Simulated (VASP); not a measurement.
Set up this calculation in VASP 6.6.1, as the native input.

* Task: single point
* Functional: LDA
* Potentials or basis: VASP PAW LDA potentials, release 64 (Si, Be)
* Cutoff: 600 eV
* k mesh: 6 × 6 × 6
* Occupations: fermi-dirac, width 0.02 eV
* Spin: no spin polarisation
* Dipole correction: no
* Further INCAR settings: ALGO = Normal; EDIFF = 1e-06; NBANDS = 11

The structure of Be2Si lies in POSCAR:

```
Be2Si
1.0
    0.0000000000      2.6413830409      2.6413830409
    2.6413830409      0.0000000000      2.6413830409
    2.6413830409      2.6413830409      0.0000000000
Si Be
1 2
Direct
    0.0000000000      0.0000000000      0.0000000000
    0.2500000000      0.2500000000      0.2500000000
    0.7500000000      0.7500000000      0.7500000000
```

These files were run (other wordings do the same):

INCAR

```
ALGO = Normal
EDIFF = 1E-6
ENCUT = 600
GGA_COMPAT = False
ISIF = 2
ISMEAR = -1
LASPH = True
LCHARG = True
LELF = True
LREAL = False
LVHAR = True
LWAVE = False
NBANDS = 11
NELM = 120
PREC = Accurate
SIGMA = 0.02
```

KPOINTS

```
k-points
0
Gamma
  6 6 6
```

Potentials or basis: VASP PAW LDA potentials, release 64 (Si, Be).

The run is started by

```sh
$ cat potpaw_LDA.64/Si/POTCAR potpaw_LDA.64/Be/POTCAR > POTCAR
$ mpirun -np 1 vasp_std > vasp.out
```

Results of the run:

```
Pressure               : -3.8 GPa
Band gap on the k mesh : zero (bands 4 and 5 overlap by 0.53 eV)
```

Caveat: the cell stands under tension; the structure was generated, so it needn't be the stable form of Be2Si.

Wall time 7.4 s on 1 thread of AMD EPYC 7R13 Processor (Zen 3) (shared host), peak memory 0.11 GiB.
